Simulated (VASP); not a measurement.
# Zr2F3 (Pmmm) in VASP: further runs, part 2 of 2

VASP 6.6.1.

### Step 5. Relaxation of cell and atoms, PBE

This run uses another cell than the first one, of 23.73 Å³/atom.

INCAR

```
SYSTEM = Zr2F3
  ALGO = Normal
  EDIFF = 1E-7
  EDIFFG = -0.04
  ENCUT = 600
  GGA = PE
  IBRION = 2
  ISIF = 3
  ISMEAR = 0
  LASPH = .True.
  LCHARG = .False.
  LREAL = .False.
  LWAVE = .False.
  NELM = 100
  NSW = 90
  PREC = Accurate
  SIGMA = 0.1
```

KPOINTS

```
k-points
0
Gamma
  6 4 2
  0 0 0
```

POSCAR

```
Zr2F3
1.0
    3.1519066907      0.0000000000      0.0000000000
    0.0000000000      4.9556196556      0.0000000000
    0.0000000000      0.0000000000      7.5946639516
Zr F
2 3
Direct
    0.5000000000      0.0000000000      0.7751258153
    0.5000000000      0.0000000000      0.2248741847
    0.5000000000      0.7523140306      0.0000000000
    0.5000000000      0.2476859694      0.0000000000
    0.5000000000      0.0000000000      0.5000000000
```

Run with:

```console
$ cat potpaw_PBE.64/Zr_sv/POTCAR potpaw_PBE.64/F/POTCAR > POTCAR
$ mpirun -np 1 vasp_std > vasp.out
```

Run time: 5.8 min. Hardware: 1 thread of Intel Xeon 6975P-C (Granite Rapids), shared host; peak memory 0.31 GiB.

The run converged. Its results:

| Property | Result |
| --- | --- |
| Free energy | -32.6855 eV |
| Relaxed volume | 22.62 Å³/atom |
| Relaxed cell | a = 2.927 Å, b = 5.076 Å, c = 7.611 Å, α = 90.00°, β = 90.00°, γ = 90.00° |
| Space group after relaxing (to 0.1 Å) | Pmmm (No. 47) |
| Energy gained by relaxing | 35.7 meV/atom |
| Ionic steps | 11 |
| Pressure after relaxing | 0.0 GPa |
| Largest force after relaxing | 0.034 eV/Å |
| Band gap on the k mesh | zero (an odd number of electrons rules out a gap without spin polarisation) |

Forces in eV/Å, atoms in the order of the input:
```
Zr   0.000  0.000 -0.034
Zr   0.000  0.000  0.034
F    0.000  0.023  0.000
F    0.000 -0.023  0.000
F    0.000  0.000  0.000
```

Stress tensor (GPa, compression positive):
```
-0.04  0.00  0.00
 0.00  0.03  0.00
 0.00  0.00 -0.05
```

Step by step:
```
step  energy change (eV)  largest force (eV/Å)  pressure (GPa)  volume (Å³)
   1              0.0000                0.2570           -1.51       118.63
   2             -0.1366                0.2189           -1.54       114.74
   3             -0.1593                0.4223           -1.33       112.86
   4             -0.1493                0.4202            2.43       108.49
   5             -0.1743                0.0988            0.22       110.91
   6             -0.1755                0.0240            0.07       111.22
   7             -0.1756                0.0350            0.05       111.25
   8             -0.1766                0.0268            0.06       111.53
   9             -0.1780                0.0431            0.10       112.33
  10             -0.1781                0.0491            0.11       112.48
  11             -0.1785                0.0338           -0.02       113.09
```

Final structure:
```yaml
crystal:
  lattice:
    - [2.92740, 0.00000, 0.00000]
    - [0.00000, 5.07604, 0.00000]
    - [0.00000, 0.00000, 7.61062]
  atoms:
    - { symbol: Zr, position: [0.50000, 0.00000, 0.77545] }
    - { symbol: Zr, position: [0.50000, 0.00000, 0.22455] }
    - { symbol: F, position: [0.50000, 0.75301, 0.00000] }
    - { symbol: F, position: [0.50000, 0.24699, 0.00000] }
    - { symbol: F, position: [0.50000, 0.00000, 0.50000] }
```

Levels at points of the mesh, in eV from the Fermi level:
```
           k point  band 19  band 20  band 21  band 22  band 23  band 24  band 25  band 26
(0.00, 0.00, 0.00)    -5.86    -5.82    -3.01    -2.47    -0.82     0.27     2.02     2.23
(0.50, 0.00, 0.00)    -7.06    -5.73    -0.94    -0.53    -0.51     0.06     1.08     1.77
(0.00, 0.50, 0.00)    -6.12    -5.98    -2.80    -2.36     0.49     0.65     0.72     1.39
(0.50, 0.50, 0.00)    -7.06    -6.69    -1.20    -0.77    -0.51     0.16     1.73     2.32
(0.00, 0.00, 0.50)    -5.86    -5.86    -2.82    -2.69    -0.36    -0.30     1.71     2.26
(0.50, 0.00, 0.50)    -7.06    -5.76    -1.03    -0.57    -0.41     0.21     1.34     1.38
(0.00, 0.50, 0.50)    -6.15    -5.98    -2.69    -2.49     0.30     0.88     1.04     1.09
(0.50, 0.50, 0.50)    -6.76    -6.75    -1.33    -0.61    -0.48     0.24     1.91     1.97
```

Caveat: the k points lie up to 0.41 Å⁻¹ apart in the final cell, too coarse for converged energies and pressures of a metal; an odd number of electrons without spin polarisation forces a metal; a magnetic or distorted state may lie lower.

### Step 6. Single point, PBE

This run uses another cell than the first one, of 22.86 Å³/atom.

INCAR

```
SYSTEM = Zr2F3
ALGO = Normal ; EDIFF = 1E-6
ENCUT = 520 ; GGA = PE
ISIF = 2 ; ISMEAR = 0
LASPH = .TRUE. ; LCHARG = .FALSE.
LREAL = .FALSE. ; LWAVE = .FALSE.
NBANDS = 30 ; NELM = 100
PREC = Accurate ; SIGMA = 0.1
```

KPOINTS

```
k-points
0
G
  12 8 6
  0 0 0
```

POSCAR

```
Zr2F3
1.0
    2.9805725866      0.0000000000      0.0000000000
    0.0000000000      5.0353333631      0.0000000000
    0.0000000000      0.0000000000      7.6152012770
Zr F
2 3
Direct
    0.5000000000      0.0000000000      0.7748587294
    0.5000000000      0.0000000000      0.2251412706
    0.5000000000      0.7540451138      0.0000000000
    0.5000000000      0.2459548862      0.0000000000
    0.5000000000      0.0000000000      0.5000000000
```

Potentials or basis: VASP PAW PBE potentials, release 64 (Zr_sv, F).

Run with:

```console
$ cat potpaw_PBE.64/Zr_sv/POTCAR potpaw_PBE.64/F/POTCAR > POTCAR
$ mpirun -np 1 vasp_std > vasp.out
```

It took 2.4 min on 1 thread of Intel Xeon 6975P-C (Granite Rapids), shared host; peak memory 0.5 GiB.

It converged, with:

| Property | Result |
| --- | --- |
| Free energy | -32.5616 eV |
| Pressure | 0.1 GPa |
| Largest force | 0.042 eV/Å |
| Band gap on the k mesh | zero (an odd number of electrons rules out a gap without spin polarisation) |

Forces on the atoms (eV/Å):
```
Zr   0.000  0.000 -0.042
Zr   0.000  0.000  0.042
F    0.000 -0.039  0.000
F    0.000  0.039  0.000
F    0.000  0.000  0.000
```

Stress tensor (GPa, compression positive):
```
-0.13  0.00  0.00
 0.00 -0.02  0.00
 0.00  0.00  0.34
```

Levels at points of the mesh, in eV from the Fermi level:
```tsv
k point	band 21	band 22	band 23	band 24	band 25	band 26
(0.00, 0.00, 0.00)	-2.97	-2.41	-0.78	0.25	2.09	2.26
(0.50, 0.00, 0.00)	-0.84	-0.43	-0.42	0.18	0.98	1.63
(0.00, 0.50, 0.00)	-2.74	-2.28	0.53	0.71	0.76	1.39
(0.50, 0.50, 0.00)	-1.12	-0.71	-0.39	0.29	1.68	2.23
(0.00, 0.00, 0.50)	-2.77	-2.64	-0.33	-0.28	1.72	2.28
(0.50, 0.00, 0.50)	-0.93	-0.44	-0.33	0.31	1.23	1.25
(0.00, 0.50, 0.50)	-2.62	-2.42	0.34	0.93	1.06	1.09
(0.50, 0.50, 0.50)	-1.25	-0.55	-0.34	0.34	1.85	1.88
```

Caveat: an odd number of electrons without spin polarisation forces a metal; a magnetic or distorted state may lie lower.

### Step 7. Overview

| task | cell | k mesh | cutoff (eV) | gap on the mesh (eV) | pressure (GPa) | largest force (eV/Å) |
| --- | --- | --- | --- | --- | --- | --- |
| single point | a = 2.940, b = 5.041, c = 7.623 Å, 5 atoms, atomic positions A | 6 × 4 × 2 | 520 | none | 0.0 | 0.05 |
| single point | a = 4.956, b = 3.152, c = 7.595 Å, 5 atoms, atomic positions B | 6 × 4 × 4 | 520 | none | 0.1 | 0.04 |
| single point | a = 3.469, b = 3.915, c = 6.167 Å, 5 atoms, atomic positions C | 6 × 4 × 4 | 520 | none | 130.3 | 38.61 |
| relaxation of cell and atoms | relaxed from a = 3.152, b = 4.956, c = 7.595 Å, 5 atoms, atomic positions A | 6 × 4 × 2 | 600 | none | 0.0 | 0.03 |
| single point | a = 2.981, b = 5.035, c = 7.615 Å, 5 atoms, atomic positions A | 12 × 8 × 6 | 520 | none | 0.1 | 0.04 |

Alike in all rows: level PBE; potentials or basis VASP PAW PBE potentials, release 64 (Zr_sv, F); no spin polarisation; smearing gaussian 0.1 eV.

Caveats: some runs use coarse meshes; an odd number of electrons without spin polarisation forces a metal; a magnetic or distorted state may lie lower; the standard files for N, O and F lose accuracy on very short bonds (at least some runs); atoms lie so close that the PAW spheres overlap strongly, which falsifies energies and pressures (at least some runs).

Total energies depend on the potentials used, so only differences within one code and one set of settings carry meaning.
